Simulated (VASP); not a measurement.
# BN (P1) in VASP: single point with PBE

Aim: the single point of BN with PBE.

All numbers are computed with VASP 6.6.1; they aren't measurements. Logs are shortened: lines on timing, memory, paths and dates and some standing lists are left out, and cuts for length are marked.

**1. The cell of the first run**

The typed cell holds 8 atoms: a = 3.474 Å, b = 3.882 Å, c = 3.585 Å, α = 92.68°, β = 85.93°, γ = 87.61°.

**2. Single point, PBE (atoms moved at random and the cell strained at random)**

INCAR reads:

```
PREC     = Accurate       # precision mode
ENCUT    = 520            # plane-wave cutoff, eV
EDIFF    = 1E-6           # SCF threshold, eV
ISMEAR   = 0              # smearing method
SIGMA    = 0.05           # smearing width, eV
LREAL    = False          # projectors in reciprocal space
LASPH    = True           # aspherical terms in the spheres
NELM     = 100            # most SCF steps
ALGO     = Normal         # electronic algorithm
ISIF     = 2              # what is computed and relaxed
LWAVE    = False          # write WAVECAR
LCHARG   = False          # write CHGCAR
GGA      = PE             # functional
NBANDS   = 26             # bands
```

KPOINTS reads:

```
Automatic mesh
0
Gamma
  6 6 6
```

POSCAR reads:

```
BN
1.0
    3.4705111726     -0.0779834985     -0.1262473036
    0.0779834985     -3.8797348133      0.0884127920
    0.1262473036      0.0884127920     -3.5814272794
B N
4 4
Direct
    0.0113412287      0.4938968564      0.4918161557
    0.4777883911     -0.0080797674      0.5176498414
    0.4939990385      0.4782122604     -0.0177885533
    0.0227046735     -0.0076777093     -0.0072851685
    0.7481702863      0.7674820189      0.7576215021
    0.2495763810      0.2701105859      0.7590812391
    0.2717146095      0.7569889694      0.2669355262
    0.7247053914      0.2490667857      0.2319694572
```

Potentials or basis: VASP PAW PBE potentials, release 64 (B, N).

Launch:

```
cat potpaw_PBE.64/B/POTCAR potpaw_PBE.64/N/POTCAR > POTCAR
mpirun -np 1 vasp_std > vasp.out
```

OUTCAR:

```text
PREC = Accurate
   ENCUT = 520
   EDIFF = 1E-6
   ISMEAR = 0
   LREAL = False
   LASPH = True
   NELM = 100
   ISIF = 2
   GGA = PE

 ion  position               nearest neighbor table
   1  0.011  0.494  0.492-   6 1.58   7 1.60   5 1.60   8 1.70
   2  0.478  0.992  0.518-   7 1.49   6 1.51   5 1.58   8 1.68
   3  0.494  0.478  0.982-   6 1.45   8 1.53   7 1.59   5 1.66
   4  0.023  0.992  0.993-   5 1.58   8 1.58   6 1.60   7 1.64
   5  0.748  0.767  0.758-   4 1.58   2 1.58   1 1.60   3 1.66
   6  0.250  0.270  0.759-   3 1.45   2 1.51   1 1.58   4 1.60
   7  0.272  0.757  0.267-   2 1.49   3 1.59   1 1.60   4 1.64
   8  0.725  0.249  0.232-   3 1.53   4 1.58   2 1.68   1 1.70

  LATTYP: Found a triclinic cell.
 ALAT       =     5.0998662763
 B/A-ratio  =     0.7611033944
 C/A-ratio  =     1.0128932466
 COS(alpha) =     0.0043779958
 COS(beta)  =     0.4949003943
 COS(gamma) =     0.7327109415

  Lattice vectors:

 A1 = (  -3.3925276741,  -3.8017513148,   0.2146600956)
 A2 = (   0.0779834985,  -3.8797348133,   0.0884127920)
 A3 = (  -3.5967584762,  -0.0104292935,   3.7076745830)

Analysis of symmetry for initial positions (statically):
=====================================================================
 Subroutine PRICEL returns:
 Original cell was already a primitive cell.

 Routine SETGRP: Setting up the symmetry group for a
 triclinic supercell.

 Subroutine GETGRP returns: Found  1 space group operations
 (whereof  1 operations were pure point group operations)
 out of a pool of  2 trial point group operations.

The static configuration has the point symmetry C_1 .

Analysis of symmetry for dynamics (positions and initial velocities):
=====================================================================
 Subroutine PRICEL returns:
 Original cell was already a primitive cell.

 Routine SETGRP: Setting up the symmetry group for a
 triclinic supercell.

 Subroutine GETGRP returns: Found  1 space group operations
 (whereof  1 operations were pure point group operations)
 out of a pool of  2 trial point group operations.

The dynamic configuration has the point symmetry C_1 .

 Subroutine INISYM returns: Found  1 space group operations
 (whereof  1 operations are pure point group operations),
 and found     1 'primitive' translations

----------------------------------------------------------------------------------------

                                     Primitive cell

  volume of cell :      48.1102

  direct lattice vectors                    reciprocal lattice vectors
     3.470511173 -0.077983498 -0.126247304     0.288653216  0.006037263  0.010324225
     0.077983498 -3.879734813  0.088412792    -0.006037263 -0.258020929 -0.006582442
     0.126247304  0.088412792 -3.581427279    -0.010324225 -0.006582442 -0.279744722

  length of vectors
     3.473682140  3.881525534  3.584742189     0.288900878  0.258175477  0.280012549

  position of ions in fractional coordinates (direct lattice)
     0.011341229  0.493896856  0.491816156
     0.477788391  0.991920233  0.517649841
     0.493999039  0.478212260  0.982211447
     0.022704674  0.992322291  0.992714832
     0.748170286  0.767482019  0.757621502
     0.249576381  0.270110586  0.759081239
     0.271714610  0.756988969  0.266935526
     0.724705391  0.249066786  0.231969457

  ion indices of the primitive-cell ions
   primitive index   ion index
                 1           1
                 2           2
                 3           3
                 4           4
                 5           5
                 6           6
                 7           7
                 8           8

----------------------------------------------------------------------------------------

 KPOINTS: Automatic mesh

Automatic generation of k-mesh.
 Grid dimensions read from file:
 generate k-points for:    6    6    6

 Generating k-lattice:

  Cartesian coordinates                     Fractional coordinates (reciprocal lattice)
     0.048108869  0.001006211  0.001720704     0.166666667 -0.000000000  0.000000000
    -0.001006211 -0.043003488 -0.001097074    -0.000000000  0.166666667 -0.000000000
    -0.001720704 -0.001097074 -0.046624120     0.000000000 -0.000000000  0.166666667

  Length of vectors
     0.048150146  0.043029246  0.046668758

  Shift w.r.t. Gamma in fractional coordinates (k-lattice)
     0.000000000  0.000000000  0.000000000

 Subroutine IBZKPT returns following result:
 ===========================================

 Found    112 irreducible k-points:

 Following reciprocal coordinates:
            Coordinates               Weight
  0.000000  0.000000  0.000000      1.000000
  0.166667 -0.000000  0.000000      2.000000
  0.333333  0.000000  0.000000      2.000000
  0.500000  0.000000  0.000000      1.000000
 -0.000000  0.166667 -0.000000      2.000000
  0.166667  0.166667  0.000000      2.000000
[... 16 lines left out ...]
  0.333333 -0.000000  0.166667      2.000000
  0.500000 -0.000000  0.166667      2.000000
 [... further k-points ...]
   k-points           NKPTS =    112   k-points in BZ     NKDIM =    112   number of bands    NBANDS=     26
   number of dos      NEDOS =    301   number of ions     NIONS =      8
   total plane-waves  NPLWV =  23520
   dimension x,y,z NGX =    28 NGY =   30 NGZ =   28
   dimension x,y,z NGXF=    56 NGYF=   60 NGZF=   56
   ions per type =               4   4
   NGX,Y,Z   is equivalent  to a cutoff of  13.40, 12.85, 12.99 a.u.
   NGXF,Y,Z  is equivalent  to a cutoff of  26.80, 25.70, 25.97 a.u.
 SYSTEM =  unknown system
   PREC   = accura    normal or accurate (medium, high low for compatibility)
   ISTART =      0    job   : 0-new  1-cont  2-samecut
   ICHARG =      2    charge: 1-file 2-atom 10-const
   ISPIN  =      1    spin polarized calculation?
   LNONCOLLINEAR =      F non collinear calculations
   LSORBIT =      F    spin-orbit coupling
   LASPH  =      T    aspherical Exc in radial PAW
   ENCUT  =  520.0 eV  38.22 Ry    6.18 a.u.   6.46  7.22  6.67*2*pi/ulx,y,z
   NELM   =    100;   NELMIN=  2; NELMDL= -5     # of ELM steps
   EDIFF  = 0.1E-05   stopping-criterion for ELM
   LREAL  =      F    real-space projection
   EDIFFG = 0.1E-04   stopping-criterion for IOM
   NSW    =      0    number of steps for IOM
   IBRION =     -1    ionic relax: 0-MD 1-quasi-New 2-CG
   NFREE  =      0    steps in history (QN), initial steepest desc. (CG)
   ISIF   =      2    stress and relaxation
   ISYM   =      2    0-nonsym 1-usesym 2-fastsym
   POTIM  = 0.5000    time-step for ionic-motion
   TEBEG  =    0.0;   TEEND  =   0.0 temperature during run
   PSTRESS=    0.0 pullay stress
   NELECT =      32.0000    total number of electrons
   NUPDOWN=      -1.0000    fix difference up-down
   EMIN   =  10.00;   EMAX   =-10.00  energy-range for DOS
   EFERMI =   0.00;   METHOD = LEGACY
   ISMEAR =     0;   SIGMA  =   0.05  broadening in eV -4-tet -1-fermi 0-gaus
   EFERMI_NEDOS =   21; number of points for ismear=-14 and -15
   IALGO  =     38    algorithm
   IMIX   =      4    mixing-type and parameters
     AMIX     =   0.40;   BMIX     =  1.00
     AMIX_MAG =   1.60;   BMIX_MAG =  1.00
  volume/ion in A,a.u.               =       6.01        40.58
  Fermi-wavevector in a.u.,A,eV,Ry     =   1.429044  2.700502 27.785377  2.042168
  Thomas-Fermi vector in A             =   2.549041
   LORBIT       =      0    0 simple, 1 ext, 2 COOP (PROOUT), +10 PAW based schemes
   GGA     = PE    functional components
   LHFCALC =     F    Hartree Fock is set to
   AEXX    =    0.0000 exact exchange contribution
   IVDW    =     0    specifies the selected vdW correction
   LEPSILON=     F    determine dielectric tensor
   LRPA    =     F    only Hartree local field effects (RPA)
 non-spin polarized calculation
 Gauss-broadening in eV      SIGMA  =   0.05
  energy-cutoff  :      520.00
  volume of cell :       48.11
 maximum number of plane-waves:      1314
 NGX is ok and might be reduce to    28
   NGX = 13   NGY = 15   NGZ = 13

 number of electron      32.0000000 magnetization

 Free energy of the ion-electron system (eV)
  ---------------------------------------------------
  ext. energy  EPLUGINS =         0.00000000
  ---------------------------------------------------
  free energy    TOTEN  =       -67.31878504 eV

  energy without entropy =      -67.31878504  energy(sigma->0) =      -67.31878504

 E-fermi :   8.6147     XC(G=0): -12.7574

 val. band max:        8.3661606653   @ k =   0.1667  -0.0000   0.1667
 cond. band min:      10.4799671991   @ k =   0.0000   0.0000   0.0000
 fundamental gap:      2.1138065338
 Fermi energy:         8.6147382386

 k-point     1 :       0.0000    0.0000    0.0000
  band No.  band energies     occupation
      1     -12.9049      2.00000
      2      -8.2868      2.00000
      3      -6.8843      2.00000
      4      -6.6615      2.00000
      5      -2.6060      2.00000
      6      -1.3506      2.00000
[... 18 lines left out ...]
     25      18.3196      0.00000
     26      18.7207      0.00000

 k-point     2 :       0.1667   -0.0000    0.0000
  band No.  band energies     occupation
      1     -12.6665      2.00000
      2      -8.2350      2.00000
      3      -7.4430      2.00000
      4      -6.8053      2.00000
      5      -2.4074      2.00000
      6      -1.1778      2.00000
[... 18 lines left out ...]
     25      18.8792      0.00000
     26      19.3960      0.00000

 k-point     3 :       0.3333    0.0000    0.0000
  band No.  band energies     occupation
      1     -11.9807      2.00000
      2      -9.1324      2.00000
      3      -7.8365      2.00000
      4      -6.7057      2.00000
      5      -1.8677      2.00000
      6      -0.7011      2.00000
[... 572 lines left out ...]
 k-point    23 :       0.3333   -0.0000    0.1667
  band No.  band energies     occupation
      1     -11.8434      2.00000
      2      -8.8632      2.00000
      3      -7.9760      2.00000
      4      -6.9681      2.00000
      5      -1.7488      2.00000
      6      -0.9412      2.00000
[... 18 lines left out ...]
     25      19.5978      0.00000
     26      20.6103      0.00000

 k-point    24 :       0.5000   -0.0000    0.1667
  band No.  band energies     occupation
      1     -11.0560      2.00000
      2      -9.9834      2.00000
      3      -7.9613      2.00000
      4      -6.8459      2.00000
      5      -1.4979      2.00000
      6      -0.8348      2.00000
[... 18 lines left out ...]
     25      19.9566      0.00000
     26      20.4523      0.00000

 [... further k-points ...]

------------------------ aborting loop because EDIFF is reached ----------------------------------------

  FORCE on cell =-STRESS in cart. coord.  units (eV):
  Direction    XX          YY          ZZ          XY          YZ          ZX
  --------------------------------------------------------------------------------------
  -------------------------------------------------------------------------------------
  Total        8.0674674    -11.9316673      4.8853670      3.6201562      5.3302369      9.3076053
  in kB      268.6645785   -397.3510153    162.6935697    120.5592403    177.5087244    309.9639234
  external PRESSURE =      11.3357110 kB  Pullay stress =       0.0000000 kB

 VOLUME and BASIS-vectors are now :
 -----------------------------------------------------------------------------
  energy-cutoff  :      520.00
  volume of cell :       48.11
      direct lattice vectors                 reciprocal lattice vectors
     3.470511173 -0.077983498 -0.126247304     0.288653216  0.006037263  0.010324225
     0.077983498 -3.879734813  0.088412792    -0.006037263 -0.258020929 -0.006582442
     0.126247304  0.088412792 -3.581427279    -0.010324225 -0.006582442 -0.279744722

 POSITION                                       TOTAL-FORCE (eV/Angst)
 -----------------------------------------------------------------------------------
      0.13997     -1.87359     -1.71917        -2.160749     -1.648218     -0.220068
      1.80088     -3.83988     -1.82655         3.157897     -1.035850      1.374937
      1.87572     -1.80702     -3.53780         2.151266     -3.309629     -2.706716
      0.28151     -3.76395     -3.47047        -2.880008     -0.902580     -1.735072
      2.75203     -2.96899     -2.73997         0.948126      2.321874      1.373747
      0.98305     -1.00031     -2.72622        -1.569077      2.315698      1.770264
      1.03572     -2.93451     -0.92339        -2.919816      1.573776      1.939614
      2.56381     -1.00232     -0.90025         3.272361      0.684929     -1.796706
 -----------------------------------------------------------------------------------
    total drift:                               -0.000093     -0.000262      0.000016

  FREE ENERGIE OF THE ION-ELECTRON SYSTEM (eV)
  ---------------------------------------------------
  free  energy   TOTEN  =       -67.3187850389 eV

  energy  without entropy=      -67.3187850389  energy(sigma->0) =      -67.31878504
```

Run time: 2.5 min. Hardware: 1 thread of Intel Xeon 8259CL, shared host; peak memory 0.23 GiB.

Results:

```
Free energy            : -67.3188 eV
Pressure               : 1.1 GPa
Largest force          : 4.786 eV/Å
Band gap on the k mesh : 2.11 eV
```

Forces in eV/Å, atoms in the order of the input:
```
B   -2.161 -1.648 -0.220
B    3.158 -1.036  1.375
B    2.151 -3.310 -2.707
B   -2.880 -0.903 -1.735
N    0.948  2.322  1.374
N   -1.569  2.316  1.770
N   -2.920  1.574  1.940
N    3.272  0.685 -1.797
```

Stress tensor (GPa, compression positive):
```
 26.87  12.06  31.00
 12.06 -39.74  17.75
 31.00  17.75  16.27
```

Caveat: the cell differs from its parent crystal (atoms moved at random and the cell strained at random); forces of over 1 eV/Å act on the atoms, so gaps and moduli don't describe the material at rest.
